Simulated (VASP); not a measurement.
# K (I4/mmm) in VASP: further runs

K is run at these levels: PBE; tasks: single point.

Everything below comes from runs of VASP 6.6.1. Logs are shortened: lines on timing, memory, paths and dates and some standing lists are left out, and cuts for length are marked.

## (1) The cell of the first run

It takes space group I4/mmm (No. 139, tetragonal). The conventional cell has a = 5.157 Å, b = 5.157 Å, c = 5.393 Å, α = 90.00°, β = 90.00°, γ = 90.00°.

## (2) Single point, PBE (strain -0.015 along x and y, +0.030 along z)

File INCAR:

```
  ALGO = Fast
  EDIFF = 1E-6
  ENCUT = 520
  GGA = PE
  ISIF = 2
  ISMEAR = 0
  LASPH = True
  LCHARG = False
  LREAL = False
  LWAVE = False
  NBANDS = 10
  NELM = 60
  PREC = Accurate
  SIGMA = 0.15
```

File KPOINTS:

```
k-points
0
Gamma
  14 14 14
```

File POSCAR:

```
K
1.0
   -2.5787300000      2.5787300000      2.6965400000
    2.5787300000     -2.5787300000      2.6965400000
    2.5787300000      2.5787300000     -2.6965400000
K
1
Direct
    0.0000000000      0.0000000000      0.0000000000
```

Potentials or basis: VASP PAW PBE potentials, release 64 (K_sv).

The run is started by

```bash
> cat potpaw_PBE.64/K_sv/POTCAR > POTCAR
> mpirun -np 1 vasp_std > vasp.out
```

OUTCAR:

```text
EDIFF = 1E-6
   ENCUT = 520
   GGA = PE
   ISIF = 2
   ISMEAR = 0
   LASPH = True
   LREAL = False
   NELM = 60
   PREC = Accurate

 ion  position               nearest neighbor table
   1  0.000  0.000  0.000-

  LATTYP: Found a body centered tetragonal cell.
 ALAT       =     5.1574600000
 C/A-ratio  =     1.0456852792

  Lattice vectors:

 A1 = (  -2.5787300000,   2.5787300000,   2.6965400000)
 A2 = (   2.5787300000,  -2.5787300000,   2.6965400000)
 A3 = (   2.5787300000,   2.5787300000,  -2.6965400000)

Analysis of symmetry for initial positions (statically):
=====================================================================
 Subroutine PRICEL returns:
 Original cell was already a primitive cell.

 Routine SETGRP: Setting up the symmetry group for a
 body centered tetragonal supercell.

 Subroutine GETGRP returns: Found 16 space group operations
 (whereof 16 operations were pure point group operations)
 out of a pool of 16 trial point group operations.

The static configuration has the point symmetry D_4h.

Analysis of symmetry for dynamics (positions and initial velocities):
=====================================================================
 Subroutine PRICEL returns:
 Original cell was already a primitive cell.

 Routine SETGRP: Setting up the symmetry group for a
 body centered tetragonal supercell.

 Subroutine GETGRP returns: Found 16 space group operations
 (whereof 16 operations were pure point group operations)
 out of a pool of 16 trial point group operations.

The dynamic configuration has the point symmetry D_4h.

 Subroutine INISYM returns: Found 16 space group operations
 (whereof 16 operations are pure point group operations),
 and found     1 'primitive' translations

----------------------------------------------------------------------------------------

                                     Primitive cell

  volume of cell :      71.7263

  direct lattice vectors                    reciprocal lattice vectors
    -2.578730000  2.578730000  2.696540000     0.000000000  0.193893894  0.185422801
     2.578730000 -2.578730000  2.696540000     0.193893894  0.000000000  0.185422801
     2.578730000  2.578730000 -2.696540000     0.193893894  0.193893894  0.000000000

  length of vectors
     4.535529164  4.535529164  4.535529164     0.268284284  0.268284284  0.274207374

  position of ions in fractional coordinates (direct lattice)
     0.000000000  0.000000000  0.000000000

  ion indices of the primitive-cell ions
[... 75 lines left out ...]
   LREAL  =      F    real-space projection
   EDIFFG = 0.1E-04   stopping-criterion for IOM
   NSW    =      0    number of steps for IOM
   IBRION =     -1    ionic relax: 0-MD 1-quasi-New 2-CG
   NFREE  =      0    steps in history (QN), initial steepest desc. (CG)
   ISIF   =      2    stress and relaxation
   ISYM   =      2    0-nonsym 1-usesym 2-fastsym
   POTIM  = 0.5000    time-step for ionic-motion
   TEBEG  =    0.0;   TEEND  =   0.0 temperature during run
   PSTRESS=    0.0 pullay stress
   NELECT =       9.0000    total number of electrons
   NUPDOWN=      -1.0000    fix difference up-down
   EMIN   =  10.00;   EMAX   =-10.00  energy-range for DOS
   EFERMI =   0.00;   METHOD = LEGACY
   ISMEAR =     0;   SIGMA  =   0.15  broadening in eV -4-tet -1-fermi 0-gaus
   EFERMI_NEDOS =   21; number of points for ismear=-14 and -15
   IALGO  =     68    algorithm
   IMIX   =      4    mixing-type and parameters
     AMIX     =   0.40;   BMIX     =  1.00
     AMIX_MAG =   1.60;   BMIX_MAG =  1.00
  volume/ion in A,a.u.               =      71.73       484.03
  Fermi-wavevector in a.u.,A,eV,Ry     =   0.819589  1.548799  9.139389  0.671726
  Thomas-Fermi vector in A             =   1.930421
   LORBIT       =      0    0 simple, 1 ext, 2 COOP (PROOUT), +10 PAW based schemes
   GGA     = PE    functional components
   LHFCALC =     F    Hartree Fock is set to
   AEXX    =    0.0000 exact exchange contribution
   IVDW    =     0    specifies the selected vdW correction
   LEPSILON=     F    determine dielectric tensor
   LRPA    =     F    only Hartree local field effects (RPA)
 non-spin polarized calculation
 RMM-DIIS sequential band-by-band and
 Gauss-broadening in eV      SIGMA  =   0.15
  energy-cutoff  :      520.00
  volume of cell :       71.73
 maximum number of plane-waves:      1966
 NGX is ok and might be reduce to    36
   NGX = 17   NGY = 17   NGZ = 17

 number of electron       9.0000000 magnetization

 Free energy of the ion-electron system (eV)
  ---------------------------------------------------
  ext. energy  EPLUGINS =         0.00000000
  ---------------------------------------------------
  free energy    TOTEN  =        -1.05083226 eV

  energy without entropy =       -1.04210847  energy(sigma->0) =       -1.04647036

 E-fermi :  -0.0624     XC(G=0):  -5.7121

 val. band max:       -0.0629730411   @ k =   0.5000   0.2143   0.0000
 cond. band min:      -0.0522596975   @ k =  -0.2143   0.4286   0.1429
 fundamental gap:      0.0107133437
 Fermi energy:        -0.0623861773

 k-point     1 :       0.0000    0.0000    0.0000
  band No.  band energies     occupation
      1     -32.1824      2.00000
      2     -15.6300      2.00000
      3     -15.6300      2.00000
      4     -15.6298      2.00000
      5      -2.2563      2.00000
      6       4.1880      0.00000
      7       4.1880      0.00000
      8       4.4055      0.00000
      9       5.0306      0.00000
     10       5.3229      0.00000
[... 287 lines left out ...]
 k-point    24 :       0.2857    0.1429    0.0000
  band No.  band energies     occupation
      1     -32.1784      2.00000
      2     -15.6887      2.00000
      3     -15.6525      2.00000
      4     -15.6336      2.00000
      5      -0.6133      2.00000
      6       1.9455      0.00000
      7       2.9685      0.00000
      8       4.7702      0.00000
      9       5.2228      0.00000
     10       5.6389      0.00000

 [... further k-points ...]
[... 5 lines left out ...]
  --------------------------------------------------------------------------------------
  -------------------------------------------------------------------------------------
  Total        0.0504642      0.0504642      0.0381756      0.0000000      0.0000000      0.0000000
  in kB        1.1272364      1.1272364      0.8527432      0.0000000      0.0000000      0.0000000
  external PRESSURE =       1.0357387 kB  Pullay stress =       0.0000000 kB

 VOLUME and BASIS-vectors are now :
 -----------------------------------------------------------------------------
  energy-cutoff  :      520.00
  volume of cell :       71.73
      direct lattice vectors                 reciprocal lattice vectors
    -2.578730000  2.578730000  2.696540000     0.000000000  0.193893894  0.185422801
     2.578730000 -2.578730000  2.696540000     0.193893894  0.000000000  0.185422801
     2.578730000  2.578730000 -2.696540000     0.193893894  0.193893894  0.000000000

 POSITION                                       TOTAL-FORCE (eV/Angst)
 -----------------------------------------------------------------------------------
      0.00000      0.00000      0.00000         0.000000      0.000000     -0.000000
 -----------------------------------------------------------------------------------
    total drift:                               -0.000000     -0.000000      0.000000

  FREE ENERGIE OF THE ION-ELECTRON SYSTEM (eV)
  ---------------------------------------------------
  free  energy   TOTEN  =        -1.0508322592 eV

  energy  without entropy=       -1.0421084675  energy(sigma->0) =       -1.04647036
```

OSZICAR:

```text
N       E                     dE             d eps       ncg     rms          rms(c)
DAV:   1     0.454119490067E+02    0.45412E+02   -0.35970E+03  4880   0.689E+02
DAV:   2     0.512506070732E+00   -0.44899E+02   -0.44285E+02  5236   0.191E+02
DAV:   3    -0.100558950226E+01   -0.15181E+01   -0.15127E+01  7758   0.281E+01
DAV:   4    -0.104929766128E+01   -0.43708E-01   -0.43596E-01  6776   0.395E+00
DAV:   5    -0.105032228856E+01   -0.10246E-02   -0.10245E-02  7502   0.431E-01    0.205E+00
RMM:   6    -0.105037338186E+01   -0.51093E-04   -0.10550E-03  5711   0.220E-01    0.128E+00
RMM:   7    -0.105073599075E+01   -0.36261E-03   -0.25434E-03  6594   0.342E-01    0.592E-02
RMM:   8    -0.105080924836E+01   -0.73258E-04   -0.30818E-04  7789   0.157E-01    0.191E-02
RMM:   9    -0.105083074696E+01   -0.21499E-04   -0.53384E-05  7879   0.583E-02    0.105E-02
RMM:  10    -0.105083160953E+01   -0.86256E-06   -0.24786E-05  8043   0.299E-02    0.495E-03
RMM:  11    -0.105083225917E+01   -0.64965E-06   -0.51723E-06  7136   0.132E-02
   1 F= -.10508323E+01 E0= -.10464704E+01  d E =-.872379E-02
```

Wall time 87 s (1 thread of AMD EPYC 9R45 (Zen 5), shared host); peak memory 0.29 GiB.

What came out:

| Quantity | Value |
| --- | --- |
| Free energy | -1.0508 eV |
| Pressure | 0.1 GPa |
| Band gap on the k mesh | zero (an odd number of electrons rules out a gap without spin polarisation) |

Caveat: the cell differs from its parent crystal (strain -0.015 along x and y, +0.030 along z).

## (3) Single point, PBE (strain +0.015 along x and y, -0.030 along z)

File INCAR:

```
SYSTEM = K
PREC = Accurate ; ENCUT = 520
EDIFF = 1E-6 ; ISMEAR = 0
SIGMA = 0.15 ; LREAL = .FALSE.
LASPH = .TRUE. ; NELM = 60
ALGO = Fast ; ISIF = 2
LWAVE = .FALSE. ; LCHARG = .FALSE.
GGA = PE ; NBANDS = 10
```

File KPOINTS:

```
Automatic mesh
0
G
  14 14 14
  0 0 0
```

File POSCAR:

```
K
1.0
   -2.6572700000      2.6572700000      2.5394600000
    2.6572700000     -2.6572700000      2.5394600000
    2.6572700000      2.6572700000     -2.5394600000
K
1
Direct
    0.0000000000      0.0000000000      0.0000000000
```

Potentials or basis: VASP PAW PBE potentials, release 64 (K_sv).

The run is started by

```bash
> cat potpaw_PBE.64/K_sv/POTCAR > POTCAR
> mpirun -np 1 vasp_std > vasp.out
```

It took 90 s on 1 thread of AMD EPYC 9R45 (Zen 5), shared host; peak memory 0.29 GiB.

It converged, with:

```yaml
Free_energy: -1.0507 eV
Pressure: 0.1 GPa
Band_gap_on_the_k_mesh: zero (an odd number of electrons rules out a gap without spin polarisation)
```

Levels at points of the mesh, in eV from the Fermi level:
| k point | band 2 | band 3 | band 4 | band 5 | band 6 | band 7 | band 8 | band 9 |
| --- | --- | --- | --- | --- | --- | --- | --- | --- |
| (0.00, 0.00, 0.00) | -15.57 | -15.57 | -15.57 | -2.19 | 4.17 | 4.40 | 4.40 | 5.08 |
| (0.50, 0.00, 0.00) | -15.64 | -15.59 | -15.57 | 0.48 | 0.74 | 3.09 | 4.96 | 5.86 |
| (0.50, 0.50, 0.00) | -15.64 | -15.59 | -15.57 | 0.38 | 0.62 | 3.35 | 4.80 | 5.68 |
| (0.50, 0.50, 0.50) | -15.62 | -15.62 | -15.62 | 1.58 | 1.73 | 3.37 | 3.37 | 3.90 |

Caveat: the cell differs from its parent crystal (strain +0.015 along x and y, -0.030 along z).
